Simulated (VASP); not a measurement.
# Na in VASP: single point with PBE

Aim: the single point of Na with PBE.

Program: VASP 6.6.1. These are calculated values, not measurements. Logs are shortened: lines on timing, memory, paths and dates and some standing lists are left out, and cuts for length are marked.

## 1. The cell of the first run

The cell holds a sublattice, 1 atom: a = 7.827 Å, b = 7.827 Å, c = 7.827 Å, α = 60.00°, β = 60.00°, γ = 60.00°.

## 2. Single point, PBE

INCAR

```
SYSTEM = Na
PREC     = Accurate       ! precision mode
ENCUT    = 400            ! plane-wave cutoff, eV
EDIFF    = 1E-6           ! SCF threshold, eV
ISMEAR   = 0              ! smearing method
SIGMA    = 0.1            ! smearing width, eV
LREAL    = .FALSE.        ! projectors in reciprocal space
LASPH    = .TRUE.         ! aspherical terms in the spheres
NELM     = 120            ! most SCF steps
ALGO     = Normal         ! electronic algorithm
ISIF     = 2              ! what is computed and relaxed
LWAVE    = .FALSE.        ! write WAVECAR
LCHARG   = .FALSE.        ! write CHGCAR
GGA      = PE             ! functional
NBANDS   = 10             ! bands
GGA_COMPAT= .FALSE.
```

KPOINTS

```
Automatic mesh
0
G
  4 4 4
  0 0 0
```

POSCAR

```
Na
1.0
    0.0000000000      5.5346560000      5.5346560000
    5.5346560000      0.0000000000      5.5346560000
    5.5346560000      5.5346560000      0.0000000000
Na
1
Direct
    0.5000000000      0.5000000000      0.5000000000
```

Potentials or basis: VASP PAW PBE potentials, release 64 (Na_pv).

Command:

```console
$ cat potpaw_PBE.64/Na_pv/POTCAR > POTCAR
$ mpirun -np 1 vasp_std > vasp.out
```

OUTCAR:

```text
SYSTEM = Na
   PREC = Accurate
   ENCUT = 400
   EDIFF = 1E-6
   ISMEAR = 0
   LREAL = .FALSE.
   LASPH = .TRUE.
   NELM = 120
   ISIF = 2
   GGA = PE

 ion  position               nearest neighbor table
   1  0.500  0.500  0.500-

  LATTYP: Found a face centered cubic cell.
 ALAT       =    11.0693120000

  Lattice vectors:

 A1 = (   0.0000000000,   5.5346560000,   5.5346560000)
 A2 = (   5.5346560000,   0.0000000000,   5.5346560000)
 A3 = (   5.5346560000,   5.5346560000,   0.0000000000)

Analysis of symmetry for initial positions (statically):
=====================================================================
 Subroutine PRICEL returns:
 Original cell was already a primitive cell.

 Routine SETGRP: Setting up the symmetry group for a
 face centered cubic supercell.

 Subroutine GETGRP returns: Found 48 space group operations
 (whereof 48 operations were pure point group operations)
 out of a pool of 48 trial point group operations.

The static configuration has the point symmetry O_h .

Analysis of symmetry for dynamics (positions and initial velocities):
=====================================================================
 Subroutine PRICEL returns:
 Original cell was already a primitive cell.

 Routine SETGRP: Setting up the symmetry group for a
 face centered cubic supercell.

 Subroutine GETGRP returns: Found 48 space group operations
 (whereof 48 operations were pure point group operations)
 out of a pool of 48 trial point group operations.

The dynamic configuration has the point symmetry O_h .

 Subroutine INISYM returns: Found 48 space group operations
 (whereof 48 operations are pure point group operations),
 and found     1 'primitive' translations

----------------------------------------------------------------------------------------

                                     Primitive cell

  volume of cell :     339.0798

  direct lattice vectors                    reciprocal lattice vectors
     0.000000000  5.534656000  5.534656000    -0.090339851  0.090339851  0.090339851
     5.534656000  0.000000000  5.534656000     0.090339851 -0.090339851  0.090339851
     5.534656000  5.534656000  0.000000000     0.090339851  0.090339851 -0.090339851

  length of vectors
     7.827185578  7.827185578  7.827185578     0.156473212  0.156473212  0.156473212

  position of ions in fractional coordinates (direct lattice)
     0.500000000  0.500000000  0.500000000

  ion indices of the primitive-cell ions
   primitive index   ion index
                 1           1

----------------------------------------------------------------------------------------

 KPOINTS: Automatic mesh

Automatic generation of k-mesh.
 Grid dimensions read from file:
 generate k-points for:    4    4    4

 Generating k-lattice:

  Cartesian coordinates                     Fractional coordinates (reciprocal lattice)
    -0.022584963  0.022584963  0.022584963     0.250000000  0.000000000  0.000000000
     0.022584963 -0.022584963  0.022584963     0.000000000  0.250000000  0.000000000
     0.022584963  0.022584963 -0.022584963     0.000000000  0.000000000  0.250000000

  Length of vectors
     0.039118303  0.039118303  0.039118303

  Shift w.r.t. Gamma in fractional coordinates (k-lattice)
     0.000000000  0.000000000  0.000000000

 Subroutine IBZKPT returns following result:
 ===========================================

 Found      8 irreducible k-points:

 Following reciprocal coordinates:
            Coordinates               Weight
  0.000000  0.000000  0.000000      1.000000
  0.250000  0.000000  0.000000      8.000000
  0.500000  0.000000  0.000000      4.000000
  0.250000  0.250000  0.000000      6.000000
  0.500000  0.250000  0.000000     24.000000
 -0.250000  0.250000  0.000000     12.000000
  0.500000  0.500000  0.000000      3.000000
 -0.250000  0.500000  0.250000      6.000000
   k-points           NKPTS =      8   k-points in BZ     NKDIM =      8   number of bands    NBANDS=     10
   number of dos      NEDOS =    301   number of ions     NIONS =      1
   total plane-waves  NPLWV = 157464
   dimension x,y,z NGX =    54 NGY =   54 NGZ =   54
   dimension x,y,z NGXF=   108 NGYF=  108 NGZF=  108
   ions per type =               1
   NGX,Y,Z   is equivalent  to a cutoff of  11.47, 11.47, 11.47 a.u.
   NGXF,Y,Z  is equivalent  to a cutoff of  22.94, 22.94, 22.94 a.u.
 SYSTEM =  Na
   PREC   = accura    normal or accurate (medium, high low for compatibility)
   ISTART =      0    job   : 0-new  1-cont  2-samecut
   ICHARG =      2    charge: 1-file 2-atom 10-const
   ISPIN  =      1    spin polarized calculation?
   LNONCOLLINEAR =      F non collinear calculations
   LSORBIT =      F    spin-orbit coupling
   LASPH  =      T    aspherical Exc in radial PAW
   ENCUT  =  400.0 eV  29.40 Ry    5.42 a.u.  12.76 12.76 12.76*2*pi/ulx,y,z
   NELM   =    120;   NELMIN=  2; NELMDL= -5     # of ELM steps
   EDIFF  = 0.1E-05   stopping-criterion for ELM
   LREAL  =      F    real-space projection
   EDIFFG = 0.1E-04   stopping-criterion for IOM
   NSW    =      0    number of steps for IOM
   IBRION =     -1    ionic relax: 0-MD 1-quasi-New 2-CG
   NFREE  =      0    steps in history (QN), initial steepest desc. (CG)
   ISIF   =      2    stress and relaxation
   ISYM   =      2    0-nonsym 1-usesym 2-fastsym
   POTIM  = 0.5000    time-step for ionic-motion
   TEBEG  =    0.0;   TEEND  =   0.0 temperature during run
   PSTRESS=    0.0 pullay stress
   NELECT =       7.0000    total number of electrons
   NUPDOWN=      -1.0000    fix difference up-down
   EMIN   =  10.00;   EMAX   =-10.00  energy-range for DOS
   EFERMI =   0.00;   METHOD = LEGACY
   ISMEAR =     0;   SIGMA  =   0.10  broadening in eV -4-tet -1-fermi 0-gaus
   EFERMI_NEDOS =   21; number of points for ismear=-14 and -15
   IALGO  =     38    algorithm
   IMIX   =      4    mixing-type and parameters
     AMIX     =   0.40;   BMIX     =  1.00
     AMIX_MAG =   1.60;   BMIX_MAG =  1.00
  volume/ion in A,a.u.               =     339.08      2288.22
  Fermi-wavevector in a.u.,A,eV,Ry     =   0.449097  0.848670  2.744134  0.201688
  Thomas-Fermi vector in A             =   1.428973
   LORBIT       =      0    0 simple, 1 ext, 2 COOP (PROOUT), +10 PAW based schemes
   GGA     = PE    functional components
   LHFCALC =     F    Hartree Fock is set to
   AEXX    =    0.0000 exact exchange contribution
   IVDW    =     0    specifies the selected vdW correction
   LEPSILON=     F    determine dielectric tensor
   LRPA    =     F    only Hartree local field effects (RPA)
 non-spin polarized calculation
 Gauss-broadening in eV      SIGMA  =   0.10
  energy-cutoff  :      400.00
  volume of cell :      339.08
 maximum number of plane-waves:      6183
 NGX is ok and might be reduce to    54
   NGX = 25   NGY = 25   NGZ = 25

 number of electron       6.9999991 magnetization

 Free energy of the ion-electron system (eV)
  ---------------------------------------------------
  ext. energy  EPLUGINS =         0.00000000
  ---------------------------------------------------
  free energy    TOTEN  =        -0.13326378 eV

  energy without entropy =       -0.10106385  energy(sigma->0) =       -0.11716382

 E-fermi :  -2.2802     XC(G=0):  -2.3984

 val. band max:       -2.2905443694   @ k =   0.5000   0.0000   0.0000
 cond. band min:      -2.2355618839   @ k =   0.5000   0.2500   0.0000
 fundamental gap:      0.0549824855
 Fermi energy:        -2.2802162503

 k-point     1 :       0.0000    0.0000    0.0000
  band No.  band energies     occupation
      1     -28.3451      2.00000
      2     -28.3451      2.00000
      3     -28.3451      2.00000
      4      -2.6603      2.00000
      5       0.5984      0.00000
      6       0.5984      0.00000
      7       0.5984      0.00000
      8       0.8661      0.00000
      9       1.8163      0.00000
     10       1.8163      0.00000

 k-point     2 :       0.2500    0.0000    0.0000
  band No.  band energies     occupation
      1     -28.3450      2.00000
      2     -28.3450      2.00000
      3     -28.3450      2.00000
      4      -2.5092      1.99880
      5      -0.3722      0.00000
      6       0.4859      0.00000
      7       0.4859      0.00000
      8       1.0897      0.00000
      9       1.8866      0.00000
     10       1.8866      0.00000

 k-point     3 :       0.5000    0.0000    0.0000
  band No.  band energies     occupation
      1     -28.3450      2.00000
      2     -28.3450      2.00000
      3     -28.3450      2.00000
      4      -2.2905      1.11613
      5      -0.9535      0.00000
      6       0.4077      0.00000
      7       0.4077      0.00000
      8       0.9363      0.00000
      9       1.6651      0.00000
     10       1.6651      0.00000

 k-point     4 :       0.2500    0.2500    0.0000
  band No.  band energies     occupation
      1     -28.3450      2.00000
      2     -28.3450      2.00000
      3     -28.3450      2.00000
      4      -2.4583      1.98822
      5      -0.2868      0.00000
      6       0.2271      0.00000
      7       0.2271      0.00000
      8       1.1309      0.00000
      9       1.1929      0.00000
     10       2.2306      0.00000

 k-point     5 :       0.5000    0.2500    0.0000
  band No.  band energies     occupation
      1     -28.3451      2.00000
      2     -28.3450      2.00000
      3     -28.3450      2.00000
      4      -2.2356      0.52771
      5      -0.7445      0.00000
      6      -0.2264      0.00000
      7       0.1612      0.00000
      8       0.9506      0.00000
      9       1.6886      0.00000
     10       2.1751      0.00000

 k-point     6 :      -0.2500    0.2500    0.0000
  band No.  band energies     occupation
      1     -28.3450      2.00000
      2     -28.3450      2.00000
      3     -28.3450      2.00000
      4      -2.3129      1.35656
      5      -0.6253      0.00000
      6      -0.2751      0.00000
      7       0.3778      0.00000
      8       1.2466      0.00000
      9       1.9562      0.00000
     10       1.9720      0.00000

 k-point     7 :       0.5000    0.5000    0.0000
  band No.  band energies     occupation
      1     -28.3450      2.00000
      2     -28.3450      2.00000
      3     -28.3450      2.00000
      4      -2.1610      0.09169
      5      -0.8108      0.00000
      6      -0.0016      0.00000
      7      -0.0016      0.00000
      8       0.5987      0.00000
      9       0.8349      0.00000
     10       3.3795      0.00000

 k-point     8 :      -0.2500    0.5000    0.2500
  band No.  band energies     occupation
      1     -28.3451      2.00000
      2     -28.3450      2.00000
      3     -28.3450      2.00000
      4      -2.1503      0.06617
      5      -0.5393      0.00000
      6      -0.5393      0.00000
      7      -0.2707      0.00000
      8       1.4498      0.00000
      9       1.9102      0.00000
     10       1.9102      0.00000

------------------------ aborting loop because EDIFF is reached ----------------------------------------

  FORCE on cell =-STRESS in cart. coord.  units (eV):
  Direction    XX          YY          ZZ          XY          YZ          ZX
  --------------------------------------------------------------------------------------
  -------------------------------------------------------------------------------------
  Total       -0.2367338     -0.2367338     -0.2367338      0.0000000     -0.0000000      0.0000000
  in kB       -1.1185851     -1.1185851     -1.1185851      0.0000000     -0.0000000      0.0000000
  external PRESSURE =      -1.1185851 kB  Pullay stress =       0.0000000 kB

 VOLUME and BASIS-vectors are now :
 -----------------------------------------------------------------------------
  energy-cutoff  :      400.00
  volume of cell :      339.08
      direct lattice vectors                 reciprocal lattice vectors
     0.000000000  5.534656000  5.534656000    -0.090339851  0.090339851  0.090339851
     5.534656000  0.000000000  5.534656000     0.090339851 -0.090339851  0.090339851
     5.534656000  5.534656000  0.000000000     0.090339851  0.090339851 -0.090339851

 POSITION                                       TOTAL-FORCE (eV/Angst)
 -----------------------------------------------------------------------------------
      5.53466      5.53466      5.53466         0.000000      0.000000     -0.000000
 -----------------------------------------------------------------------------------
    total drift:                                0.000000      0.000000      0.000000

  FREE ENERGIE OF THE ION-ELECTRON SYSTEM (eV)
  ---------------------------------------------------
  free  energy   TOTEN  =        -0.1332637843 eV

  energy  without entropy=       -0.1010638477  energy(sigma->0) =       -0.11716382
```

Wall time 41 s (1 thread of Intel Xeon 8259CL, shared host); peak memory 0.37 GiB.

What came out:

```
Free energy            : -0.1333 eV
Pressure               : -0.1 GPa
Band gap on the k mesh : zero (an odd number of electrons rules out a gap without spin polarisation)
```

The gap in the log of VASP goes by the Fermi energy; the results here count the filled bands.